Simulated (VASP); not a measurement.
SrC2: single point with LDA

The system is SrC2.

```
Sr C
1.0
    -2.05715    2.05715    3.38300
     2.05715   -2.05715    3.38300
     2.05715    2.05715   -3.38300
Sr C
1 2
Direct
  0.00000 0.00000 0.00000
  0.41200 0.41200 0.00000
  0.58800 0.58800 0.00000
```

```yaml
Program: VASP 6.6.1
Task: single point
Functional: LDA
Potentials_or_basis: VASP PAW LDA potentials, release 64 (Sr_sv, C)
Cutoff: 520 eV
k_mesh: 7 × 7 × 7
Occupations: fermi-dirac, width 0.01 eV
Spin: no spin polarisation
```

The pressure is 2.9 GPa. The largest force is 6.159 eV/Å. The band gap on the k mesh is 1.82 eV (least direct gap 2.61 eV).

Forces in eV/Å, atoms in the order of the input:
```
Sr   0.000  0.000  0.000
C    0.000  0.000 -6.159
C    0.000  0.000  6.159
```

Stress tensor (GPa, compression positive):
```
-3.81  0.00  0.00
 0.00 -3.81  0.00
 0.00  0.00 16.23
```

Levels at points of the mesh, in eV from the valence-band top:
```
           k point  band 5  band 6  band 7  band 8  band 9  band 10  band 11  band 12  band 13  band 14
(0.00, 0.00, 0.00)  -12.51   -2.17   -1.83   -1.08   -1.08     3.71     3.71     4.47     5.29     6.62
```

It took 87 s on 1 thread of Intel Xeon 8259CL (shared host), peak memory 0.19 GiB.

Caveat: the stress differs along the axes, from -4 to 16 GPa; forces of over 1 eV/Å act on the atoms, so gaps and moduli don't describe the material at rest. A k mesh can miss the band edges.
